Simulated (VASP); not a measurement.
Runs of VASP 6.6.1 on AlRu. The structure is cubic, space group Pm-3m (No. 221). The conventional cell has a = 2.992 Å, b = 2.992 Å, c = 2.992 Å, α = 90.00°, β = 90.00°, γ = 90.00°. Al (site symmetry m-3m) has 8 Ru at 2.59 Å and 6 Al at 2.99 Å within 3.4 Å. Ru (site symmetry m-3m) has 8 Al at 2.59 Å and 6 Ru at 2.99 Å within 3.4 Å. 

```tsv
level	gap on the mesh (eV)	pressure (GPa)
PBE	none	2.6
RPBE	none	6.0
PBEsol	none	(b)
BLYP	none	(a)
r2SCAN	none	-1.9
```

Alike in all rows: task single point; potentials or basis VASP PAW PBE potentials, release 64 (Al, Ru_pv); no spin polarisation; cell as given; k mesh 11 × 11 × 11; cutoff (eV) 520; smearing methfessel-paxton 0.1 eV.

Question: Estimate the missing entries.

Answer: (a) 9.7; (b) -3.2.

Caveats: the PAW data sets were made with another functional, which shifts forces and pressure a little (some runs).

A k mesh can miss the band edges, and the runs leave out spin-orbit coupling on Ru.

A gap of «none» marks levels without a gap at the run's occupations.
